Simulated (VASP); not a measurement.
# W: single point with PBE

The system is W.

```
CELL_PARAMETERS angstrom
-1.59730 1.59730 1.72508
1.59730 -1.59730 1.72508
1.59730 1.59730 -1.72508
ATOMIC_POSITIONS crystal
W 0.00000 0.00000 0.00000
```

This cell differs from its parent crystal: strain +0.000 along x and y, +0.080 along z.

- Program: VASP 6.6.1
- Task: single point
- Functional: PBE
- Potentials or basis: VASP PAW PBE potentials, release 64 (W_sv)
- Cutoff: 520 eV
- k mesh: 20 × 20 × 20
- Occupations: gaussian, width 0.15 eV
- Spin: no spin polarisation
- Dipole correction: no
- Further INCAR settings: ALGO = Fast; EDIFF = 1e-06; NBANDS = 13

- Pressure: -21.0 GPa
- Band gap on the k mesh: zero (band 7 reaches 14.25 eV, above the bottom of band 8 at 9.31 eV)

Stress tensor (GPa, compression positive):
```
-15.18   0.00   0.00
  0.00 -15.18   0.00
  0.00   0.00 -32.69
```

Levels at points of the mesh, in eV from the Fermi level:
```tsv
k point	band 4	band 5	band 6	band 7	band 8	band 9	band 10	band 11
(0.00, 0.00, 0.00)	-38.01	-9.04	-1.29	-1.29	-0.45	1.40	2.49	13.46
(0.50, 0.00, 0.00)	-38.02	-5.64	-2.75	0.23	1.21	2.83	5.13	9.29
(0.50, 0.50, 0.00)	-38.06	-5.58	-3.64	0.76	2.61	3.12	5.37	9.84
(0.50, 0.50, 0.50)	-38.60	-5.14	-4.94	4.27	4.55	4.55	6.15	8.15
```

Run time: 90 s on 1 thread of AMD EPYC 9R45 96-Core Processor (Zen 5), on a shared host, peak memory 0.22 GiB.

Caveat: the cell differs from its parent crystal (strain +0.000 along x and y, +0.080 along z); spin-orbit coupling is left out, which moves the levels of the heavy elements.
